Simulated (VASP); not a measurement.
ZnSe, 2 atoms in the cell. It takes space group F-43m (No. 216, cubic). The conventional cell has a = 5.668 Å, b = 5.668 Å, c = 5.668 Å, α = 90.00°, β = 90.00°, γ = 90.00°. Zn (site symmetry -43m) has 4 Se at 2.45 Å within 3.2 Å. Se (site symmetry -43m) has 4 Zn at 2.45 Å within 3.2 Å. 

- Program: VASP 6.6.1
- Task: relaxation of cell and atoms
- Functional: PBE
- Potentials or basis: VASP PAW PBE potentials, release 64 (Zn, Se)
- Cutoff: 500 eV
- k mesh: 6 × 6 × 6
- Occupations: gaussian, width 0.01 eV
- Spin: no spin polarisation
- Target pressure: 20 GPa
- Dipole correction: no
- Further INCAR settings: ALGO = Normal; EDIFF = 1e-07; IBRION = 2; EDIFFG = -0.05; NSW = 60; ISIF = 3

Potentials or basis: VASP PAW PBE potentials, release 64 (Zn, Se).

Command:

```sh
$ cat potpaw_PBE.64/Zn/POTCAR potpaw_PBE.64/Se/POTCAR > POTCAR
$ mpirun -np 1 vasp_std > vasp.out
```

Hardware: 1 thread of Intel Xeon 8259CL, with other jobs on the host.

Question: How long does it take, and how much memory?

Answer: It took 83 s on 1 thread of Intel Xeon 8259CL, with other jobs on the host, peak memory 0.18 GiB. Counts: scf iterations 50, k points 16, ion steps 4.
